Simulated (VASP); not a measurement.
# TiMoSe4 (F-43m) in VASP: a series of runs

The runs below take TiMoSe4 through single point, with PBE.

Everything below comes from runs of VASP 6.6.1. Logs are shortened: lines on timing, memory, paths and dates and some standing lists are left out, and cuts for length are marked.

## 1. The cell of the first run

Symmetry: F-43m, No. 216, cubic system. The conventional cell has a = 7.782 Å, b = 7.782 Å, c = 7.782 Å, α = 90.00°, β = 90.00°, γ = 90.00°. Ti (site symmetry -43m) has 12 Se at 3.23 Å and 4 Mo at 3.37 Å within 4.2 Å. Within 4.2 Å of Mo (site symmetry -43m) lie 12 Se at 3.23 Å and 4 Ti at 3.37 Å. Se (site symmetry 3m) has 6 Se at 2.74 to 2.76 Å and 3 Ti at 3.23 Å and 3 Mo at 3.23 Å within 3.6 Å.

## 2. Single point, PBE, collinear spin, ferromagnetic start

INCAR

```
SYSTEM = TiMoSe4
PREC = Accurate
ENCUT = 520
EDIFF = 1E-7
ISMEAR = 0
SIGMA = 0.15
LREAL = .False.
LASPH = .True.
NELM = 150
ALGO = Normal
ISIF = 2
LWAVE = .False.
LCHARG = .True.
ISPIN = 2
MAGMOM = 1 1 0 0 0 0
LORBIT = 11
LMAXMIX = 4
GGA = PE
LELF = .True.
LVHAR = .True.
NBANDS = 38
```

KPOINTS

```
regular mesh
0
Gamma
  3 3 3
  0 0 0
```

POSCAR

```
TiMoSe4
1.0
    0.0000000000      3.8911847743      3.8911847743
    3.8911847743      0.0000000000      3.8911847743
    3.8911847743      3.8911847743      0.0000000000
Ti Mo Se
1 1 4
Direct
    0.0000000000      0.0000000000      0.0000000000
    0.7500000000      0.7500000000      0.7500000000
    0.8764335069      0.3745221644      0.3745221644
    0.3745221644      0.3745221644      0.3745221644
    0.3745221644      0.8764335069      0.3745221644
    0.3745221644      0.3745221644      0.8764335069
```

Potentials or basis: VASP PAW PBE potentials, release 64 (Ti_sv, Mo_sv, Se).

On the command line:

```bash
cat potpaw_PBE.64/Ti_sv/POTCAR potpaw_PBE.64/Mo_sv/POTCAR potpaw_PBE.64/Se/POTCAR > POTCAR
mpirun -np 1 vasp_std > vasp.out
```

OUTCAR:

```text
SYSTEM = TiMoSe4
   PREC = Accurate
   ENCUT = 520
   EDIFF = 1E-7
   ISMEAR = 0
   LREAL = .False.
   LASPH = .True.
   NELM = 150
   ISIF = 2
   ISPIN = 2
   LORBIT = 11
   GGA = PE

 ion  position               nearest neighbor table
   1  0.000  0.000  0.000-
   2  0.750  0.750  0.750-
   3  0.876  0.375  0.375-   4 2.74   5 2.74   6 2.74   5 2.76   6 2.76   4 2.76
   4  0.375  0.375  0.375-   3 2.74   5 2.74   6 2.74   3 2.76   5 2.76   6 2.76
   5  0.375  0.876  0.375-   3 2.74   4 2.74   6 2.74   3 2.76   6 2.76   4 2.76
   6  0.375  0.375  0.876-   3 2.74   4 2.74   5 2.74   5 2.76   3 2.76   4 2.76

  LATTYP: Found a face centered cubic cell.
 ALAT       =     7.7823695486

  Lattice vectors:

 A1 = (   0.0000000000,   3.8911847743,   3.8911847743)
 A2 = (   3.8911847743,   0.0000000000,   3.8911847743)
 A3 = (   3.8911847743,   3.8911847743,   0.0000000000)

Analysis of symmetry for initial positions (statically):
=====================================================================
 Subroutine PRICEL returns:
 Original cell was already a primitive cell.

 Routine SETGRP: Setting up the symmetry group for a
 face centered cubic supercell.

 Subroutine GETGRP returns: Found 24 space group operations
 (whereof 24 operations were pure point group operations)
 out of a pool of 48 trial point group operations.

The static configuration has the point symmetry T_d .

Analysis of symmetry for dynamics (positions and initial velocities):
=====================================================================
 Subroutine PRICEL returns:
 Original cell was already a primitive cell.

 Routine SETGRP: Setting up the symmetry group for a
 face centered cubic supercell.

 Subroutine GETGRP returns: Found 24 space group operations
 (whereof 24 operations were pure point group operations)
 out of a pool of 48 trial point group operations.

The dynamic configuration has the point symmetry T_d .

Analysis of structural, dynamic, and magnetic symmetry:
=====================================================================
 Subroutine PRICEL returns:
 Original cell was already a primitive cell.

 Routine SETGRP: Setting up the symmetry group for a
 face centered cubic supercell.

 Subroutine GETGRP returns: Found 24 space group operations
 (whereof 24 operations were pure point group operations)
 out of a pool of 48 trial point group operations.

The overall configuration has the point symmetry T_d .

 Subroutine INISYM returns: Found 24 space group operations
 (whereof 24 operations are pure point group operations),
 and found     1 'primitive' translations

----------------------------------------------------------------------------------------

                                     Primitive cell

  volume of cell :     117.8353

  direct lattice vectors                    reciprocal lattice vectors
     0.000000000  3.891184774  3.891184774    -0.128495569  0.128495569  0.128495569
     3.891184774  0.000000000  3.891184774     0.128495569 -0.128495569  0.128495569
     3.891184774  3.891184774  0.000000000     0.128495569  0.128495569 -0.128495569

  length of vectors
     5.502966282  5.502966282  5.502966282     0.222560853  0.222560853  0.222560853

  position of ions in fractional coordinates (direct lattice)
     0.000000000  0.000000000  0.000000000
     0.750000000  0.750000000  0.750000000
     0.876433507  0.374522164  0.374522164
     0.374522164  0.374522164  0.374522164
     0.374522164  0.876433507  0.374522164
     0.374522164  0.374522164  0.876433507

  ion indices of the primitive-cell ions
   primitive index   ion index
                 1           1
                 2           2
                 3           3
                 4           4
                 5           5
                 6           6

----------------------------------------------------------------------------------------

 KPOINTS: regular mesh

Automatic generation of k-mesh.
 Grid dimensions read from file:
 generate k-points for:    3    3    3

 Generating k-lattice:

  Cartesian coordinates                     Fractional coordinates (reciprocal lattice)
    -0.042831856  0.042831856  0.042831856     0.333333333  0.000000000  0.000000000
     0.042831856 -0.042831856  0.042831856     0.000000000  0.333333333  0.000000000
     0.042831856  0.042831856 -0.042831856     0.000000000  0.000000000  0.333333333

  Length of vectors
     0.074186951  0.074186951  0.074186951

  Shift w.r.t. Gamma in fractional coordinates (k-lattice)
     0.000000000  0.000000000  0.000000000

 Subroutine IBZKPT returns following result:
 ===========================================

 Found      4 irreducible k-points:

 Following reciprocal coordinates:
            Coordinates               Weight
  0.000000  0.000000  0.000000      1.000000
  0.333333  0.000000  0.000000      8.000000
  0.333333  0.333333  0.000000      6.000000
 -0.333333  0.333333  0.000000     12.000000
   k-points           NKPTS =      4   k-points in BZ     NKDIM =      4   number of bands    NBANDS=     38
   number of dos      NEDOS =    301   number of ions     NIONS =      6
   total plane-waves  NPLWV =  74088
   dimension x,y,z NGX =    42 NGY =   42 NGZ =   42
   dimension x,y,z NGXF=    84 NGYF=   84 NGZF=   84
   ions per type =               1   1   4
   NGX,Y,Z   is equivalent  to a cutoff of  12.69, 12.69, 12.69 a.u.
   NGXF,Y,Z  is equivalent  to a cutoff of  25.38, 25.38, 25.38 a.u.
 SYSTEM =  TiMoSe4
   PREC   = accura    normal or accurate (medium, high low for compatibility)
   ISTART =      0    job   : 0-new  1-cont  2-samecut
   ICHARG =      2    charge: 1-file 2-atom 10-const
   ISPIN  =      2    spin polarized calculation?
   LNONCOLLINEAR =      F non collinear calculations
   LSORBIT =      F    spin-orbit coupling
   LASPH  =      T    aspherical Exc in radial PAW
   ENCUT  =  520.0 eV  38.22 Ry    6.18 a.u.  10.23 10.23 10.23*2*pi/ulx,y,z
   NELM   =    150;   NELMIN=  2; NELMDL= -5     # of ELM steps
   EDIFF  = 0.1E-06   stopping-criterion for ELM
   LREAL  =      F    real-space projection
   EDIFFG = 0.1E-05   stopping-criterion for IOM
   NSW    =      0    number of steps for IOM
   IBRION =     -1    ionic relax: 0-MD 1-quasi-New 2-CG
   NFREE  =      0    steps in history (QN), initial steepest desc. (CG)
   ISIF   =      2    stress and relaxation
   ISYM   =      2    0-nonsym 1-usesym 2-fastsym
   POTIM  = 0.5000    time-step for ionic-motion
   TEBEG  =    0.0;   TEEND  =   0.0 temperature during run
   PSTRESS=    0.0 pullay stress
   NELECT =      50.0000    total number of electrons
   NUPDOWN=      -1.0000    fix difference up-down
   EMIN   =  10.00;   EMAX   =-10.00  energy-range for DOS
   EFERMI =   0.00;   METHOD = LEGACY
   ISMEAR =     0;   SIGMA  =   0.15  broadening in eV -4-tet -1-fermi 0-gaus
   EFERMI_NEDOS =   21; number of points for ismear=-14 and -15
   IALGO  =     38    algorithm
   IMIX   =      4    mixing-type and parameters
     AMIX     =   0.40;   BMIX     =  1.00
     AMIX_MAG =   1.60;   BMIX_MAG =  1.00
  volume/ion in A,a.u.               =      19.64       132.53
  Fermi-wavevector in a.u.,A,eV,Ry     =   1.230192  2.324726 20.590689  1.513373
  Thomas-Fermi vector in A             =   2.365050
   LORBIT       =     11    0 simple, 1 ext, 2 COOP (PROOUT), +10 PAW based schemes
   GGA     = PE    functional components
   LHFCALC =     F    Hartree Fock is set to
   AEXX    =    0.0000 exact exchange contribution
   IVDW    =     0    specifies the selected vdW correction
   LEPSILON=     F    determine dielectric tensor
   LRPA    =     F    only Hartree local field effects (RPA)
 spin polarized calculation
 Gauss-broadening in eV      SIGMA  =   0.15
  energy-cutoff  :      520.00
  volume of cell :      117.84
 maximum number of plane-waves:      3198
 NGX is ok and might be reduce to    42
   NGX = 21   NGY = 21   NGZ = 21

 number of electron      50.0000007 magnetization       1.0277730

 Free energy of the ion-electron system (eV)
  ---------------------------------------------------
  ext. energy  EPLUGINS =         0.00000000
  ---------------------------------------------------
  free energy    TOTEN  =       -27.04026653 eV

  energy without entropy =      -26.97244886  energy(sigma->0) =      -27.00635769

 E-fermi :   7.3411     XC(G=0): -10.9490

 val. band max:        7.3072497867   @ k =   0.3333   0.0000   0.0000
 cond. band min:       7.4353026006   @ k =   0.3333   0.0000   0.0000
 fundamental gap:      0.1280528139
 Fermi energy:         7.3411183100

 spin component 1

 k-point     1 :       0.0000    0.0000    0.0000
  band No.  band energies     occupation
      1     -54.2743      1.00000
      2     -49.9964      1.00000
      3     -28.3914      1.00000
      4     -28.3914      1.00000
      5     -28.3914      1.00000
      6     -26.2427      1.00000
[... 149 lines left out ...]
     36      10.8196      0.00000
     37      11.7665      0.00000
 Fermi energy:         7.3411183100

 spin component 2

 k-point     1 :       0.0000    0.0000    0.0000
  band No.  band energies     occupation
      1     -53.2141      1.00000
      2     -50.7085      1.00000
      3     -27.2212      1.00000
      4     -27.2212      1.00000
      5     -27.2212      1.00000
      6     -26.9525      1.00000
[... 149 lines left out ...]
     36      10.9803      0.00000
     37      11.8720      0.00000
 [bands above 37 left out]

------------------------ aborting loop because EDIFF is reached ----------------------------------------

  FORCE on cell =-STRESS in cart. coord.  units (eV):
  Direction    XX          YY          ZZ          XY          YZ          ZX
  --------------------------------------------------------------------------------------
  -------------------------------------------------------------------------------------
  Total        0.1288541      0.1288541      0.1288541      0.0000000      0.0000000      0.0000000
  in kB        1.7519965      1.7519965      1.7519965      0.0000000      0.0000000      0.0000000
  external PRESSURE =       1.7519965 kB  Pullay stress =       0.0000000 kB

 VOLUME and BASIS-vectors are now :
 -----------------------------------------------------------------------------
  energy-cutoff  :      520.00
  volume of cell :      117.84
      direct lattice vectors                 reciprocal lattice vectors
     0.000000000  3.891184774  3.891184774    -0.128495569  0.128495569  0.128495569
     3.891184774  0.000000000  3.891184774     0.128495569 -0.128495569  0.128495569
     3.891184774  3.891184774  0.000000000     0.128495569  0.128495569 -0.128495569

 POSITION                                       TOTAL-FORCE (eV/Angst)
 -----------------------------------------------------------------------------------
      0.00000      0.00000      0.00000        -0.000000     -0.000000     -0.000000
      5.83678      5.83678      5.83678        -0.000000     -0.000000     -0.000000
      2.91467      4.86770      4.86770         0.040216     -0.040216     -0.040216
      2.91467      2.91467      2.91467         0.040216      0.040216      0.040216
      4.86770      2.91467      4.86770        -0.040216      0.040216     -0.040216
      4.86770      4.86770      2.91467        -0.040216     -0.040216      0.040216
 -----------------------------------------------------------------------------------
    total drift:                               -0.000000     -0.000000     -0.000000

  FREE ENERGIE OF THE ION-ELECTRON SYSTEM (eV)
  ---------------------------------------------------
  free  energy   TOTEN  =       -27.0402665266 eV

  energy  without entropy=      -26.9724488586  energy(sigma->0) =      -27.00635769

 total charge

# of ion       s       p       d       tot
------------------------------------------
    1        2.126   6.006   1.856   9.988
    2        2.199   6.020   3.815  12.034
    3        1.552   2.093   0.095   3.739
    4        1.552   2.093   0.095   3.739
    5        1.552   2.093   0.095   3.739
    6        1.552   2.093   0.095   3.739
--------------------------------------------------
tot         10.531  20.396   6.050  36.978

 magnetization (x)

# of ion       s       p       d       tot
------------------------------------------
    1       -0.005  -0.001  -0.707  -0.713
    2        0.042   0.012   1.577   1.632
    3        0.003  -0.012   0.002  -0.007
    4        0.003  -0.012   0.002  -0.007
    5        0.003  -0.012   0.002  -0.007
    6        0.003  -0.012   0.002  -0.007
--------------------------------------------------
tot          0.051  -0.037   0.877   0.891
```

Wall time 63 s (1 thread of AMD EPYC 9R45 (Zen 5), shared host); peak memory 0.29 GiB.

What came out:

```yaml
Free_energy: -27.0403 eV
Pressure: 0.2 GPa
Largest_force: 0.070 eV/Å
Net_moment: 1.03 μB per cell
Site_moments: Ti -0.71; Mo +1.63; Se -0.01 μB
Valence_electrons_inside_the_program's_atomic_spheres: Ti 9.99; Mo 12.03; Se 3.74
```

Forces in eV/Å, atoms in the order of the input:
```
Ti   0.000  0.000  0.000
Mo   0.000  0.000  0.000
Se   0.040 -0.040 -0.040
Se   0.040  0.040  0.040
Se  -0.040  0.040 -0.040
Se  -0.040 -0.040  0.040
```

Levels at points of the mesh, in eV from the Fermi level:
Spin up:
```
           k point  band 23  band 24  band 25  band 26  band 27  band 28
(0.00, 0.00, 0.00)     0.17     0.17     1.29     1.29     1.29     1.45
```
Spin down:
```
           k point  band 20  band 21  band 22  band 23  band 24  band 25  band 26  band 27
(0.00, 0.00, 0.00)    -0.48    -0.48    -0.48     0.81     0.81     1.21     1.21     1.21
```

Caveat: the k points lie up to 0.47 Å⁻¹ apart.

(Continued in part 2 of 2.)
